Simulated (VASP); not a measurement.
# Sb in VASP: notebook, part 2 of 2

VASP 6.6.1. The steps go on from the part before.

### Step 3. Single point, PBEsol

Input file INCAR:

```
PREC     = Accurate       # precision mode
ENCUT    = 520            # plane-wave cutoff, eV
EDIFF    = 1E-7           # SCF threshold, eV
ISMEAR   = -1             # smearing method
SIGMA    = 0.08           # smearing width, eV
LREAL    = False          # projectors in reciprocal space
LASPH    = True           # aspherical terms in the spheres
NELM     = 60             # most SCF steps
ALGO     = Normal         # electronic algorithm
ISIF     = 2              # what is computed and relaxed
LWAVE    = False          # write WAVECAR
LCHARG   = False          # write CHGCAR
GGA      = PS             # functional
NBANDS   = 18             # bands
```

Input file KPOINTS:

```
Automatic mesh
0
Gamma
  3 5 5
```

Input file POSCAR:

```
Sb
1.0
    4.3084000000      2.4874558998      7.5160000000
   -2.1542000000      1.2437279499      3.7580000000
    0.0000000000     -2.4874558998      3.7580000000
Sb
4
Direct
    0.1162731052      0.2310746665      0.2285331944
    0.6115594562      0.2360360045      0.2326468394
    0.3966719942      0.7515507472      0.7603418265
    0.8754954512      0.7813385953      0.7784781128
```

Potentials or basis: VASP PAW PBE potentials, release 64 (Sb).

The run is started by

```bash
$ cat potpaw_PBE.64/Sb/POTCAR > POTCAR
$ mpirun -np 1 vasp_std > vasp.out
```

OUTCAR:

```text
PREC = Accurate
   ENCUT = 520
   EDIFF = 1E-7
   ISMEAR = -1
   LREAL = False
   LASPH = True
   NELM = 60
   ISIF = 2
   GGA = PS

 ion  position               nearest neighbor table
   1  0.116  0.231  0.229-   4 2.91   4 2.91   3 2.96   3 3.41   3 3.44   4 3.46
   2  0.612  0.236  0.233-   3 2.81   4 2.83   3 2.85   3 3.30   4 3.39   4 3.39
   3  0.397  0.752  0.760-   2 2.81   2 2.85   1 2.96   2 3.30   1 3.41   1 3.44
   4  0.875  0.781  0.778-   2 2.83   1 2.91   1 2.91   2 3.39   2 3.39   1 3.46

  LATTYP: Found a base centered monoclinic cell.
 ALAT       =     7.9169244567
 B/A-ratio  =     0.5442012266
 C/A-ratio  =     0.9425841740
 COS(beta)  =    -0.3141947247

  Lattice vectors:

 A1 = (  -2.1542000000,   1.2437279499,   3.7580000000)
 A2 = (   0.0000000000,  -2.4874558998,   3.7580000000)
 A3 = (   6.4626000000,   3.7311838497,   0.0000000000)

Analysis of symmetry for initial positions (statically):
=====================================================================
 Subroutine PRICEL returns:
 Original cell was already a primitive cell.

[... 173 lines left out ...]
 E-fermi :   7.1275     XC(G=0):  -9.6540

 val. band max:        7.0988850523   @ k =  -0.3333   0.2000   0.2000
 cond. band min:       7.2291807034   @ k =   0.0000  -0.4000   0.4000
 fundamental gap:      0.1302956511
 Fermi energy:         7.1274921456

 k-point     1 :       0.0000    0.0000    0.0000
  band No.  band energies     occupation
      1      -5.6951      2.00000
      2      -3.3661      2.00000
      3      -2.4259      2.00000
      4       2.3767      2.00000
      5       4.8651      2.00000
      6       5.0734      2.00000
[... 481 lines left out ...]
      5       1.8398      2.00000
      6       2.9227      2.00000
[... 10 lines left out ...]
     17      12.9061      0.00000
     18      13.3624      0.00000

 [... further k-points ...]

------------------------ aborting loop because EDIFF is reached ----------------------------------------

  FORCE on cell =-STRESS in cart. coord.  units (eV):
  Direction    XX          YY          ZZ          XY          YZ          ZX
  --------------------------------------------------------------------------------------
  -------------------------------------------------------------------------------------
  Total        1.0749649      1.0865573      0.7354065     -0.2266763     -0.2391154     -0.0355375
  in kB       14.2546131     14.4083347      9.7518863     -3.0058490     -3.1707988     -0.4712459
  external PRESSURE =      12.8049447 kB  Pullay stress =       0.0000000 kB

 VOLUME and BASIS-vectors are now :
 -----------------------------------------------------------------------------
  energy-cutoff  :      520.00
  volume of cell :      120.82
      direct lattice vectors                 reciprocal lattice vectors
     4.308400000  2.487455900  7.516000000     0.116052363  0.067002863  0.044349831
    -2.154200000  1.243727950  3.758000000    -0.232104726  0.134005726  0.088699663
     0.000000000 -2.487455900  3.758000000     0.000000000 -0.268011452  0.088699663

 POSITION                                       TOTAL-FORCE (eV/Angst)
 -----------------------------------------------------------------------------------
      0.00317      0.00815      2.60111        -0.011975      0.014832      0.199334
      2.12637      1.23609      6.35779         0.138945     -0.068308      0.792930
      0.09003      0.03011      8.66308        -0.687060     -0.223938     -0.569608
      2.08882      1.21310     12.44202         0.560091      0.277414     -0.422656
 -----------------------------------------------------------------------------------
    total drift:                                0.000009      0.000000      0.000021

  FREE ENERGIE OF THE ION-ELECTRON SYSTEM (eV)
  ---------------------------------------------------
  free  energy   TOTEN  =       -18.1393742330 eV

  energy  without entropy=      -18.1235881736  energy(sigma->0) =      -18.13148120
```

stdout:

```text
POSCAR found type information on POSCAR Sb
 POSCAR found :  1 types and       4 ions
 scaLAPACK will be used
 -----------------------------------------------------------------------------
|                                                                             |
|                                                                             |
|     You enforced a specific xc type in the INCAR file but a different       |
|     I HOPE YOU KNOW WHAT YOU ARE DOING!                                     |
|                                                                             |
 -----------------------------------------------------------------------------

 LDA part: xc-table for (Slater+PW92), standard interpolation
 POSCAR, INCAR and KPOINTS ok, starting setup
 FFT: planning ... GRIDC
 FFT: planning ... GRID_SOFT
 FFT: planning ... GRID
 WAVECAR not read
 entering main loop
```

Run time: 78 s. Hardware: 1 thread of Intel Xeon 6975P-C, shared host; peak memory 0.3 GiB.

Results:

```yaml
Free_energy: -18.1394 eV
Pressure: 1.3 GPa
Largest_force: 0.920 eV/Å
Band_gap_on_the_k_mesh: zero (band 10 reaches 7.10 eV, above the bottom of band 11 at 6.91 eV)
```

Forces on the atoms (eV/Å):
```
Sb  -0.012  0.015  0.199
Sb   0.139 -0.068  0.793
Sb  -0.687 -0.224 -0.570
Sb   0.560  0.277 -0.423
```

Stress tensor (GPa, compression positive):
```
 1.43 -0.30 -0.05
-0.30  1.44 -0.32
-0.05 -0.32  0.98
```

Caveat: the PAW data sets were made with another functional, which shifts forces and pressure a little; spin-orbit coupling is left out, which moves the levels of the heavy elements.

### Step 4. Molecular dynamics, PBEsol

Input file INCAR:

```
ALGO = Normal ; ANDERSEN_PROB = 0.0
EDIFF = 1E-5 ; ENCUT = 520
GGA = PS ; IBRION = 0
ISIF = 2 ; ISMEAR = -1
ISYM = 0 ; LASPH = T
LCHARG = T ; LREAL = F
LWAVE = F ; MDALGO = 1
NELM = 60 ; NELMIN = 4
NSW = 20 ; POTIM = 3.0
PREC = Accurate ; RANDOM_SEED = 374881 0 0
SIGMA = 0.08 ; TEBEG = 800.0
TEEND = 800.0
```

Input file KPOINTS:

```
k-points
0
Gamma
  3 5 5
```

Input file POSCAR:

```
Sb
1.0
    4.3084000000      2.4874558998      7.5160000000
   -2.1542000000      1.2437279499      3.7580000000
    0.0000000000     -2.4874558998      3.7580000000
Sb
4
Direct
    0.1167450000      0.2334900000      0.2334900000
    0.6167450000      0.2334900000      0.2334900000
    0.3832550000      0.7665100000      0.7665100000
    0.8832550000      0.7665100000      0.7665100000
```

The run is started by

```bash
$ cat potpaw_PBE.64/Sb/POTCAR > POTCAR
$ mpirun -np 1 vasp_std > vasp.out
```

Wall time 7.5 min (1 thread of Intel Xeon 6975P-C, shared host); peak memory 0.38 GiB.

Step by step:
| step | potential energy change (eV) | largest force (eV/Å) | pressure (GPa) | volume (Å³) | temperature (K) |
| --- | --- | --- | --- | --- | --- |
| 1 | 0.0000 | 0.1375 | 0.16 | 120.82 | 803 |
| 2 | -0.0014 | 0.1450 | 0.03 | 120.82 | 807 |
| 3 | -0.0008 | 0.1523 | -0.09 | 120.82 | 805 |
| 4 | 0.0019 | 0.1605 | -0.20 | 120.82 | 798 |
| 5 | 0.0065 | 0.2444 | -0.31 | 120.82 | 786 |
| 6 | 0.0132 | 0.3334 | -0.41 | 120.82 | 769 |
| 7 | 0.0217 | 0.4211 | -0.50 | 120.82 | 747 |
| 8 | 0.0320 | 0.5066 | -0.58 | 120.82 | 721 |
| 9 | 0.0439 | 0.5894 | -0.65 | 120.82 | 690 |
| 10 | 0.0573 | 0.6691 | -0.72 | 120.82 | 656 |
| 11 | 0.0719 | 0.7452 | -0.77 | 120.82 | 618 |
| 12 | 0.0876 | 0.8175 | -0.81 | 120.82 | 578 |
| 13 | 0.1040 | 0.8855 | -0.85 | 120.82 | 535 |
| 14 | 0.1210 | 0.9491 | -0.87 | 120.82 | 491 |
| 15 | 0.1384 | 1.0082 | -0.89 | 120.82 | 447 |
| 16 | 0.1558 | 1.0626 | -0.90 | 120.82 | 402 |
| 17 | 0.1730 | 1.1123 | -0.90 | 120.82 | 357 |
| 18 | 0.1899 | 1.1574 | -0.89 | 120.82 | 314 |
| 19 | 0.2061 | 1.1980 | -0.87 | 120.82 | 272 |
| 20 | 0.2214 | 1.2344 | -0.86 | 120.82 | 233 |

Caveat: the PAW data sets were made with another functional, which shifts forces and pressure a little; spin-orbit coupling is left out, which moves the levels of the heavy elements.
